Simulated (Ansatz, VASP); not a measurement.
## MgO in VASP and in Ansatz

File INCAR:

```
PREC = Accurate ; ENCUT = 600
EDIFF = 1E-6 ; ISMEAR = -1
SIGMA = 0.003 ; LREAL = False
LASPH = True ; NELM = 120
ALGO = Normal ; ISIF = 2
LWAVE = False ; LCHARG = False
GGA = PE ; NBANDS = 11
GGA_COMPAT = False
```

File KPOINTS:

```
Automatic mesh
0
Gamma
  8 8 8
```

Contents of POSCAR:

```
MgO
1.0
    0.0000000000      2.1090500000      2.1090500000
    2.1090500000      0.0000000000      2.1090500000
    2.1090500000      2.1090500000      0.0000000000
Mg O
1 1
Direct
    0.0000000000      0.0000000000      0.0000000000
    0.5000000000      0.5000000000      0.5000000000
```

Input for Ansatz:

```yaml
crystal:
  lattice:
    - [0.0, 2.10905, 2.10905]
    - [2.10905, 0.0, 2.10905]
    - [2.10905, 2.10905, 0.0]
  atoms:
    - { symbol: Mg, position: [0.0, 0.0, 0.0] }
    - { symbol: O, position: [0.5, 0.5, 0.5] }
hamiltonian:
  xc: pbe
  pseudopotentials: { kind: paw }
basis:
  ecutwfc: 420
kpoints:
  mp_grid: { grid: [8, 8, 8] }
scf:
  occupations: { method: fermi_dirac, width: 0.003 }
  lower_state_search: "off"
  algorithm: density_mixing
  max_iter: 70
  mixing: {}
output:
  forces: true
  stress: true
```

Alike in both runs: task single point; functional PBE; k mesh 8 × 8 × 8; occupations fermi-dirac, width 0.003 eV; no spin polarisation.

|  | VASP | Ansatz |
| --- | --- | --- |
| version | VASP 6.6.1 | Ansatz 0.2.0 |
| potentials or method | VASP PAW PBE potentials, release 64 (Mg, O), cutoff 600 eV | PAW, plane waves, scalar-relativistic |
| valence electrons in the cell | 8 | 16 |

VASP gave:

| Quantity | Value |
| --- | --- |
| pressure (GPa) | 3.0 |

Estimate Ansatz's values.

pressure (GPa): 4.0.

The functional is the same, so the differences come from potentials, cutoffs and numerics. VASP's potentials hold 8 valence electrons a cell and Ansatz's 16, so a difference there can come from the potentials and not from the codes.
